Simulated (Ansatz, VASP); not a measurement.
## Al4Co: VASP beside Ansatz

```
Al Co
1.0
     2.89633   -3.39901   -0.00741
     2.89633    3.39901   -0.00741
    -1.08183    0.00000    4.33448
Al Co
4 1
Direct
  0.03303 0.45927 0.03323
  0.45927 0.03303 0.03323
  0.03282 0.03282 0.45942
  0.55442 0.55442 0.55463
  0.91924 0.91924 0.91950
```

Change from the starting cell: the structure that the rattled cell fell into.

Alike in both runs: functional PBE; k mesh 10 × 10 × 10; occupations gaussian, width 0.1 eV; no spin polarisation.

Ansatz relaxed the structure, and its values are those at the end. VASP's run is a single point on that final structure, the one shown.

```csv
,VASP,Ansatz
version,VASP 6.6.1,Ansatz 0.2.0
potentials or method,"VASP PAW PBE potentials, release 64 (Al, Co), cutoff 520 eV","scalar-relativistic, plane waves, PAW"
valence electrons in the cell,21,29
```

Ansatz gave:

| Item | Value |
| --- | --- |
| gap on the k mesh at the Fermi level (eV) | none |
| pressure (GPa) | 0.0 |
| rms of the force components (eV/Å) | 0.003 |

**Question.** Estimate VASP's values.

**Answer.** gap on the k mesh at the Fermi level (eV): none; pressure (GPa): -0.1; rms of the force components (eV/Å): 0.004.

A gap of «none» marks a metal or a gap that the smearing closes. VASP's potentials hold 21 valence electrons a cell and Ansatz's 29, so a difference there can come from the potentials and not from the codes.
